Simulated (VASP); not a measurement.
# BAs (F-43m) in VASP: a series of runs

BAs is run at these levels: r2SCAN, PBE; tasks: single point.

Everything below comes from runs of VASP 6.6.1. Logs are shortened: lines on timing, memory, paths and dates and some standing lists are left out, and cuts for length are marked.

### 1 The cell of the first run

It takes space group F-43m (No. 216, cubic). Conventional cell: a = 4.878 Å, b = 4.878 Å, c = 4.878 Å, α = 90.00°, β = 90.00°, γ = 90.00°. Within 2.8 Å of B (site symmetry -43m) lie 4 As at 2.11 Å. As (site symmetry -43m) has 4 B at 2.11 Å within 2.8 Å.

### 2 Single point, r2SCAN (volume changed by +6%)

The input, POSCAR:

```
BAs
1.0
    0.0000000000      2.4387812228      2.4387812228
    2.4387812228      0.0000000000      2.4387812228
    2.4387812228      2.4387812228      0.0000000000
B As
1 1
Direct
    0.0000000000      0.0000000000      0.0000000000
    0.2500000000      0.2500000000      0.2500000000
```

The input, INCAR.step1:

```
SYSTEM = BAs
ALGO = Normal
EDIFF = 1E-4
ENCUT = 520
GGA = PE
ISMEAR = 0
LASPH = .TRUE.
LCHARG = .FALSE.
LREAL = .FALSE.
LWAVE = .TRUE.
NBANDS = 11
NELM = 80
PREC = Accurate
SIGMA = 0.01
```

The input, INCAR.step2:

```
SYSTEM = BAs
ALGO = Normal
EDIFF = 1E-7
ENCUT = 520
ISIF = 2
ISMEAR = 0
ISTART = 1
LASPH = .TRUE.
LCHARG = .FALSE.
LMIXTAU = .TRUE.
LREAL = .FALSE.
LWAVE = .FALSE.
METAGGA = R2SCAN
NBANDS = 11
NELM = 80
PREC = Accurate
SIGMA = 0.01
```

The input, KPOINTS:

```
k-points
0
G
  8 8 8
  0 0 0
```

Potentials or basis: VASP PAW PBE potentials, release 64 (B, As).

Launch:

```bash
cat potpaw_PBE.64/B/POTCAR potpaw_PBE.64/As/POTCAR > POTCAR
cp INCAR.step1 INCAR
mpirun -np 1 vasp_std > vasp.out
cp INCAR.step2 INCAR
mpirun -np 1 vasp_std > vasp.out
```

OUTCAR:

```text
SYSTEM = BAs
   EDIFF = 1E-7
   ENCUT = 520
   ISIF = 2
   ISMEAR = 0
   ISTART = 1
   LASPH = .TRUE.
   LREAL = .FALSE.
   METAGGA = R2SCAN
   NELM = 80
   PREC = Accurate

 ion  position               nearest neighbor table
   1  0.000  0.000  0.000-   2 2.11   2 2.11   2 2.11   2 2.11
   2  0.250  0.250  0.250-   1 2.11   1 2.11   1 2.11   1 2.11

  LATTYP: Found a face centered cubic cell.
 ALAT       =     4.8775624456

  Lattice vectors:

 A1 = (   0.0000000000,   2.4387812228,   2.4387812228)
 A2 = (   2.4387812228,   0.0000000000,   2.4387812228)
 A3 = (   2.4387812228,   2.4387812228,   0.0000000000)

Analysis of symmetry for initial positions (statically):
=====================================================================
 Subroutine PRICEL returns:
 Original cell was already a primitive cell.

 Routine SETGRP: Setting up the symmetry group for a
 face centered cubic supercell.

 Subroutine GETGRP returns: Found 24 space group operations
 (whereof 24 operations were pure point group operations)
 out of a pool of 48 trial point group operations.

The static configuration has the point symmetry T_d .

Analysis of symmetry for dynamics (positions and initial velocities):
=====================================================================
 Subroutine PRICEL returns:
 Original cell was already a primitive cell.

 Routine SETGRP: Setting up the symmetry group for a
 face centered cubic supercell.

 Subroutine GETGRP returns: Found 24 space group operations
 (whereof 24 operations were pure point group operations)
 out of a pool of 48 trial point group operations.

The dynamic configuration has the point symmetry T_d .

 Subroutine INISYM returns: Found 24 space group operations
 (whereof 24 operations are pure point group operations),
 and found     1 'primitive' translations

----------------------------------------------------------------------------------------

                                     Primitive cell

  volume of cell :      29.0101

  direct lattice vectors                    reciprocal lattice vectors
     0.000000000  2.438781223  2.438781223    -0.205020440  0.205020440  0.205020440
     2.438781223  0.000000000  2.438781223     0.205020440 -0.205020440  0.205020440
     2.438781223  2.438781223  0.000000000     0.205020440  0.205020440 -0.205020440

  length of vectors
     3.448957481  3.448957481  3.448957481     0.355105819  0.355105819  0.355105819

  position of ions in fractional coordinates (direct lattice)
     0.000000000  0.000000000  0.000000000
     0.250000000  0.250000000  0.250000000

  ion indices of the primitive-cell ions
   primitive index   ion index
                 1           1
                 2           2

----------------------------------------------------------------------------------------

 KPOINTS: k-points

Automatic generation of k-mesh.
 Grid dimensions read from file:
 generate k-points for:    8    8    8

 Generating k-lattice:

  Cartesian coordinates                     Fractional coordinates (reciprocal lattice)
    -0.025627555  0.025627555  0.025627555     0.125000000  0.000000000  0.000000000
     0.025627555 -0.025627555  0.025627555     0.000000000  0.125000000  0.000000000
     0.025627555  0.025627555 -0.025627555     0.000000000  0.000000000  0.125000000

  Length of vectors
     0.044388227  0.044388227  0.044388227

  Shift w.r.t. Gamma in fractional coordinates (k-lattice)
     0.000000000  0.000000000  0.000000000

 Subroutine IBZKPT returns following result:
 ===========================================

 Found     29 irreducible k-points:

 Following reciprocal coordinates:
            Coordinates               Weight
  0.000000  0.000000  0.000000      1.000000
  0.125000  0.000000  0.000000      8.000000
  0.250000  0.000000  0.000000      8.000000
  0.375000  0.000000  0.000000      8.000000
  0.500000  0.000000  0.000000      4.000000
  0.125000  0.125000  0.000000      6.000000
[... 16 lines left out ...]
  0.500000  0.250000  0.125000     48.000000
 -0.375000  0.250000  0.125000     24.000000
 [... further k-points ...]
   k-points           NKPTS =     29   k-points in BZ     NKDIM =     29   number of bands    NBANDS=     11
   number of dos      NEDOS =    301   number of ions     NIONS =      2
   total plane-waves  NPLWV =  21952
   dimension x,y,z NGX =    28 NGY =   28 NGZ =   28
   dimension x,y,z NGXF=    56 NGYF=   56 NGZF=   56
   ions per type =               1   1
   NGX,Y,Z   is equivalent  to a cutoff of  13.50, 13.50, 13.50 a.u.
   NGXF,Y,Z  is equivalent  to a cutoff of  26.99, 26.99, 26.99 a.u.
 SYSTEM =  BAs
   PREC   = accura    normal or accurate (medium, high low for compatibility)
   ISTART =      1    job   : 0-new  1-cont  2-samecut
   ICHARG =      0    charge: 1-file 2-atom 10-const
   ISPIN  =      1    spin polarized calculation?
   LNONCOLLINEAR =      F non collinear calculations
   LSORBIT =      F    spin-orbit coupling
   LASPH  =      T    aspherical Exc in radial PAW
   ENCUT  =  520.0 eV  38.22 Ry    6.18 a.u.   6.41  6.41  6.41*2*pi/ulx,y,z
   NELM   =     80;   NELMIN=  2; NELMDL=  0     # of ELM steps
   EDIFF  = 0.1E-06   stopping-criterion for ELM
   LREAL  =      F    real-space projection
   EDIFFG = 0.1E-05   stopping-criterion for IOM
   NSW    =      0    number of steps for IOM
   IBRION =     -1    ionic relax: 0-MD 1-quasi-New 2-CG
   NFREE  =      0    steps in history (QN), initial steepest desc. (CG)
   ISIF   =      2    stress and relaxation
   ISYM   =      2    0-nonsym 1-usesym 2-fastsym
   POTIM  = 0.5000    time-step for ionic-motion
   TEBEG  =    0.0;   TEEND  =   0.0 temperature during run
   PSTRESS=    0.0 pullay stress
   NELECT =       8.0000    total number of electrons
   NUPDOWN=      -1.0000    fix difference up-down
   EMIN   =  10.00;   EMAX   =-10.00  energy-range for DOS
   EFERMI =   0.00;   METHOD = LEGACY
   ISMEAR =     0;   SIGMA  =   0.01  broadening in eV -4-tet -1-fermi 0-gaus
   EFERMI_NEDOS =   21; number of points for ismear=-14 and -15
   IALGO  =     38    algorithm
   IMIX   =      4    mixing-type and parameters
     AMIX     =   0.40;   BMIX     =  1.00
     AMIX_MAG =   1.60;   BMIX_MAG =  1.00
  volume/ion in A,a.u.               =      14.51        97.88
  Fermi-wavevector in a.u.,A,eV,Ry     =   1.065586  2.013666 15.449066  1.135474
  Thomas-Fermi vector in A             =   2.201143
   LORBIT       =      0    0 simple, 1 ext, 2 COOP (PROOUT), +10 PAW based schemes
   METAGGA = R2SCAN    functional components
   LHFCALC =     F    Hartree Fock is set to
   AEXX    =    0.0000 exact exchange contribution
   IVDW    =     0    specifies the selected vdW correction
   LEPSILON=     F    determine dielectric tensor
   LRPA    =     F    only Hartree local field effects (RPA)
 non-spin polarized calculation
 Gauss-broadening in eV      SIGMA  =   0.01
  energy-cutoff  :      520.00
  volume of cell :       29.01
 maximum number of plane-waves:       799
 NGX is ok and might be reduce to    28
   NGX = 13   NGY = 13   NGZ = 13

 number of electron       7.9999999 magnetization

 Free energy of the ion-electron system (eV)
  ---------------------------------------------------
  ext. energy  EPLUGINS =         0.00000000
  ---------------------------------------------------
  free energy    TOTEN  =       -22.21717230 eV

  energy without entropy =      -22.21717230  energy(sigma->0) =      -22.21717230

 E-fermi :   5.4070     XC(G=0): -10.8522

 val. band max:        5.3436212543   @ k =   0.0000   0.0000   0.0000
 cond. band min:       6.7853019954   @ k =   0.3750   0.3750   0.0000
 fundamental gap:      1.4416807412
 Fermi energy:         5.4070102080

 k-point     1 :       0.0000    0.0000    0.0000
  band No.  band energies     occupation
      1     -10.2365      2.00000
      2       5.3436      2.00000
      3       5.3436      2.00000
      4       5.3436      2.00000
      5       8.7211      0.00000
      6       8.7211      0.00000
      7       8.7211      0.00000
      8       9.6742      0.00000
      9      15.3908      0.00000
     10      18.5444      0.00000
     11      18.5444      0.00000

 k-point     2 :       0.1250    0.0000    0.0000
  band No.  band energies     occupation
      1      -9.9827      2.00000
      2       3.3333      2.00000
      3       4.9089      2.00000
      4       4.9089      2.00000
      5       8.7544      0.00000
      6       9.2975      0.00000
      7       9.2975      0.00000
      8      11.1644      0.00000
      9      16.2967      0.00000
     10      17.3377      0.00000
     11      17.3377      0.00000

 k-point     3 :       0.2500    0.0000    0.0000
  band No.  band energies     occupation
      1      -9.2461      2.00000
      2       0.3502      2.00000
      3       4.1967      2.00000
      4       4.1967      2.00000
      5       8.3656      0.00000
      6      10.1253      0.00000
      7      10.1253      0.00000
      8      13.4024      0.00000
      9      16.9585      0.00000
     10      16.9585      0.00000
     11      17.0703      0.00000

 k-point     4 :       0.3750    0.0000    0.0000
  band No.  band energies     occupation
      1      -8.1652      2.00000
      2      -2.2082      2.00000
      3       3.6928      2.00000
      4       3.6928      2.00000
      5       8.0567      0.00000
      6      10.3585      0.00000
      7      10.3585      0.00000
      8      14.6521      0.00000
      9      17.5041      0.00000
     10      18.3871      0.00000
     11      18.3871      0.00000
[... 239 lines left out ...]
 k-point    22 :       0.3750    0.2500    0.1250
  band No.  band energies     occupation
      1      -8.6012      2.00000
      2      -0.0038      2.00000
      3       1.6895      2.00000
      4       3.3266      2.00000
      5       8.7767      0.00000
      6      10.5446      0.00000
      7      11.6211      0.00000
      8      12.6491      0.00000
      9      16.3959      0.00000
     10      19.0201      0.00000
     11      19.8277      0.00000

 k-point    23 :       0.5000    0.2500    0.1250
  band No.  band energies     occupation
      1      -7.5578      2.00000
      2      -1.9280      2.00000
      3       0.9395      2.00000
      4       2.6379      2.00000
      5       9.4091      0.00000
      6      10.5152      0.00000
      7      12.1084      0.00000
      8      13.5716      0.00000
      9      17.1628      0.00000
     10      18.9262      0.00000
     11      21.2054      0.00000

 k-point    24 :      -0.3750    0.2500    0.1250
  band No.  band energies     occupation
      1      -6.8689      2.00000
      2      -3.0093      2.00000
      3       0.7975      2.00000
      4       2.3160      2.00000
      5       9.5278      0.00000
      6      10.2540      0.00000
      7      12.9823      0.00000
      8      14.5779      0.00000
      9      16.0153      0.00000
     10      19.9157      0.00000
     11      21.0180      0.00000

 [... further k-points ...]

------------------------ aborting loop because EDIFF is reached ----------------------------------------

  FORCE on cell =-STRESS in cart. coord.  units (eV):
  Direction    XX          YY          ZZ          XY          YZ          ZX
  --------------------------------------------------------------------------------------
  -------------------------------------------------------------------------------------
  Total       -1.2950343     -1.2950343     -1.2950343      0.0000000      0.0000000     -0.0000000
  in kB      -71.5226082    -71.5226082    -71.5226082      0.0000000      0.0000000     -0.0000000
  external PRESSURE =     -71.5226082 kB  Pullay stress =       0.0000000 kB

 VOLUME and BASIS-vectors are now :
 -----------------------------------------------------------------------------
  energy-cutoff  :      520.00
  volume of cell :       29.01
      direct lattice vectors                 reciprocal lattice vectors
     0.000000000  2.438781223  2.438781223    -0.205020440  0.205020440  0.205020440
     2.438781223  0.000000000  2.438781223     0.205020440 -0.205020440  0.205020440
     2.438781223  2.438781223  0.000000000     0.205020440  0.205020440 -0.205020440

 POSITION                                       TOTAL-FORCE (eV/Angst)
 -----------------------------------------------------------------------------------
      0.00000      0.00000      0.00000         0.000000      0.000000      0.000000
      1.21939      1.21939      1.21939        -0.000000     -0.000000     -0.000000
 -----------------------------------------------------------------------------------
    total drift:                               -0.000000     -0.000000      0.000000

  FREE ENERGIE OF THE ION-ELECTRON SYSTEM (eV)
  ---------------------------------------------------
  free  energy   TOTEN  =       -22.2171722960 eV

  energy  without entropy=      -22.2171722960  energy(sigma->0) =      -22.21717230
```

Wall time 1.8 min (1 thread of AMD EPYC, shared host); peak memory 0.13 GiB.

Results:

* Free energy: -22.2172 eV
* Pressure: -7.2 GPa
* Band gap on the k mesh: 1.44 eV, indirect (least direct gap 3.38 eV)

Caveat: the cell differs from its parent crystal (volume changed by +6%); the PAW data sets were made with another functional, which shifts forces and pressure a little. A k mesh can miss the band edges.

### 3 Single point, r2SCAN

This run uses another cell than the first one, of 13.68 Å³/atom, 0.943 times its volume.

The input, POSCAR:

```
BAs
1.0
    0.0000000000      2.3918699032      2.3918699032
    2.3918699032      0.0000000000      2.3918699032
    2.3918699032      2.3918699032      0.0000000000
B As
1 1
Direct
    0.0000000000      0.0000000000      0.0000000000
    0.2500000000      0.2500000000      0.2500000000
```

The input, INCAR.step1:

```
PREC = Accurate
ENCUT = 520
ISMEAR = 0
SIGMA = 0.01
LREAL = F
LASPH = T
NELM = 100
NBANDS = 11
GGA = PE
ALGO = Normal
EDIFF = 1E-4
LWAVE = T
LCHARG = F
```

The input, INCAR.step2:

```
PREC = Accurate
ENCUT = 520
EDIFF = 1E-6
ISMEAR = 0
SIGMA = 0.01
LREAL = F
LASPH = T
NELM = 100
ALGO = Normal
ISIF = 2
LWAVE = F
LCHARG = T
METAGGA = R2SCAN
LMIXTAU = T
LELF = T
LVHAR = T
NBANDS = 11
ISTART = 1
```

The input, KPOINTS:

```
regular mesh
0
Gamma
  10 10 10
```

Potentials or basis: VASP PAW PBE potentials, release 64 (B, As).

Launch:

```bash
cat potpaw_PBE.64/B/POTCAR potpaw_PBE.64/As/POTCAR > POTCAR
cp INCAR.step1 INCAR
mpirun -np 1 vasp_std > vasp.out
cp INCAR.step2 INCAR
mpirun -np 1 vasp_std > vasp.out
```

It took 2.7 min on 1 thread of AMD EPYC, shared host; peak memory 0.14 GiB.

The run converged. Its results:

- Free energy: -22.2561 eV
- Pressure: 0.3 GPa
- Band gap on the k mesh: 1.37 eV, indirect (least direct gap 3.44 eV)

Levels at points of the mesh, in eV from the valence-band top:
```tsv
k point	band 2	band 3	band 4	band 5	band 6	band 7
(0.00, 0.00, 0.00)	0.00	0.00	0.00	3.44	3.44	3.44
(0.50, 0.00, 0.00)	-9.21	-1.93	-1.93	2.95	5.05	5.05
(0.50, 0.50, 0.00)	-9.04	-4.29	-4.29	1.62	1.70	12.12
```

Caveat: the PAW data sets were made with another functional, which shifts forces and pressure a little. A k mesh can miss the band edges.

### 4 Single point, PBE (volume changed by -6%)

The input, INCAR:

```
SYSTEM = BAs
PREC = Accurate ; ENCUT = 600
EDIFF = 1E-6 ; ISMEAR = 0
SIGMA = 0.01 ; LREAL = .False.
LASPH = .True. ; NELM = 120
ALGO = Normal ; ISIF = 2
LWAVE = .False. ; LCHARG = .False.
GGA = PE ; NBANDS = 16
GGA_COMPAT = .False.
```

The input, KPOINTS:

```
regular mesh
0
Gamma
  8 8 8
  0 0 0
```

The input, POSCAR:

```
BAs
1.0
    0.0000000000      2.3553216514      2.3553216514
    2.3553216514      0.0000000000      2.3553216514
    2.3553216514      2.3553216514      0.0000000000
B As
1 1
Direct
    0.0000000000      0.0000000000      0.0000000000
    0.2500000000      0.2500000000      0.2500000000
```

Potentials or basis: VASP PAW PBE potentials, release 64 (B, As_d).

Launch:

```bash
cat potpaw_PBE.64/B/POTCAR potpaw_PBE.64/As_d/POTCAR > POTCAR
mpirun -np 1 vasp_std > vasp.out
```

Wall time 17 s (1 thread of Intel Xeon Platinum 8375C at 2.90GHz (Ice Lake), shared host); peak memory 0.16 GiB.

The run converged. Its results:

* Free energy: -11.3981 eV
* Pressure: 9.0 GPa
* Band gap on the k mesh: 1.16 eV, indirect (least direct gap 3.34 eV)

Levels at points of the mesh, in eV from the valence-band top:
```
           k point  band 6  band 7  band 8  band 9  band 10  band 11  band 12  band 13
(0.00, 0.00, 0.00)  -15.79    0.00    0.00    0.00     3.34     3.34     3.34     5.23
(0.50, 0.00, 0.00)  -12.76   -9.09   -1.89   -1.89     2.95     4.85     4.85     8.97
(0.50, 0.50, 0.00)  -11.39   -8.75   -4.25   -4.25     1.38     1.41    11.82    11.82
```

Caveat: the cell differs from its parent crystal (volume changed by -6%).

### 5 Overview

```tsv
level	potentials or basis	cell	k mesh	cutoff (eV)	second run	gap on the mesh (eV)	pressure (GPa)
r2SCAN	VASP PAW PBE potentials, release 64 (B, As)	a = 3.449 Å, angles 60.0°, 2 atoms	8 × 8 × 8	520	-	1.44	-7.2
r2SCAN	VASP PAW PBE potentials, release 64 (B, As)	a = 3.383 Å, angles 60.0°, 2 atoms	10 × 10 × 10	520	-	1.37	0.3
PBE	VASP PAW PBE potentials, release 64 (B, As_d)	a = 3.331 Å, angles 60.0°, 2 atoms	8 × 8 × 8	600	valence_matched	1.16	9.0
```

Alike in all rows: task single point; no spin polarisation; smearing gaussian 0.01 eV.

Caveats: the PAW data sets were made with another functional, which shifts forces and pressure a little (some runs).

Total energies depend on the potentials used, so only differences within one code and one set of settings carry meaning.
